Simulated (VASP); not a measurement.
Set up this calculation in VASP 6.6.1, as the native input.

* Task: single point
* Functional: LDA
* Potentials or basis: VASP PAW LDA potentials, release 64 (Cs_sv, Te, O)
* Cutoff: 520 eV
* k mesh: 4 × 4 × 4
* Occupations: fermi-dirac, width 0.1 eV
* Spin: no spin polarisation
* Dipole correction: no
* Further INCAR settings: ALGO = Normal; EDIFF = 1e-07; NBANDS = 24

The structure of CsTeO3 lies in POSCAR:

```
CsTeO3
1.0
    4.1869615744      0.0000000000      0.0000000000
    0.0000000000      4.1869615744      0.0000000000
    0.0000000000      0.0000000000      4.1869615744
Cs Te O
1 1 3
Direct
    0.0000000000      0.0000000000      0.0000000000
    0.5000000000      0.5000000000      0.5000000000
    0.5000000000      0.5000000000      0.0000000000
    0.0000000000      0.5000000000      0.5000000000
    0.5000000000      0.0000000000      0.5000000000
```

The input as run:

INCAR

```
  ALGO = Normal
  EDIFF = 1E-7
  ENCUT = 520
  GGA = CA
  ISIF = 2
  ISMEAR = -1
  LASPH = T
  LCHARG = T
  LELF = T
  LREAL = F
  LVHAR = T
  LWAVE = F
  NBANDS = 24
  NELM = 80
  PREC = Accurate
  SIGMA = 0.1
```

KPOINTS

```
k-points
0
Gamma
  4 4 4
```

Potentials or basis: VASP PAW LDA potentials, release 64 (Cs_sv, Te, O).

The run is started by

```console
$ cat potpaw_LDA.64/Cs_sv/POTCAR potpaw_LDA.64/Te/POTCAR potpaw_LDA.64/O/POTCAR > POTCAR
$ mpirun -np 1 vasp_std > vasp.out
```

Results of the run:

```yaml
Pressure: -2.6 GPa
Band_gap_on_the_k_mesh: zero (an odd number of electrons rules out a gap without spin polarisation)
```

Caveat: the k points lie up to 0.38 Å⁻¹ apart, too coarse for converged energies and pressures of a metal; spin-orbit coupling is left out, which moves the levels of the heavy elements; an odd number of electrons without spin polarisation forces a metal; a magnetic or distorted state may lie lower.

Wall time 11 s on 1 thread of AMD EPYC 9R45 96-Core Processor (Zen 5) (shared host), peak memory 0.13 GiB.
